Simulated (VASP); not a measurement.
Crystal: KCl.

```
CELL_PARAMETERS angstrom
3.63400 0.00000 0.00000
0.00000 3.63400 0.00000
0.00000 0.00000 3.63400
ATOMIC_POSITIONS crystal
K 0.00000 0.00000 0.00000
Cl 0.50000 0.50000 0.50000
```

```yaml
Program: VASP 6.6.1
Task: relaxation of cell and atoms
Functional: r2SCAN
Potentials_or_basis: VASP PAW PBE potentials, release 64 (K_sv, Cl)
Cutoff: 600 eV
k_mesh: 6 × 6 × 6
Occupations: gaussian, width 0.02 eV
Spin: no spin polarisation
```

At the start: pressure 3.4 GPa; volume 24.00 Å³/atom.

**Question.** How do energy, volume and symmetry change on relaxing?

**Answer.** Over 4 steps the energy falls by 26.5 meV/atom and the volume is 26.81 Å³/atom (+11.7 %); space group Pm-3m (No. 221, to 0.05 Å).

The path:
```csv
step,energy change (eV),largest force (eV/Å),pressure (GPa),volume (Å³)
1,0.0000,0.0000,3.37,47.99
2,-0.0470,0.0000,0.98,51.58
3,-0.0528,0.0000,-0.15,53.95
4,-0.0530,0.0000,-0.01,53.62
```

Final structure:
```
K Cl
1.0
     3.77094    0.00000    0.00000
     0.00000    3.77094    0.00000
     0.00000    0.00000    3.77094
K Cl
1 1
Direct
  0.00000 0.00000 0.00000
  0.50000 0.50000 0.50000
```

Caveat: the PAW data sets were made with another functional, which shifts forces and pressure a little; the volume moved by +12 % from the deposited cell, more than functionals usually miss.
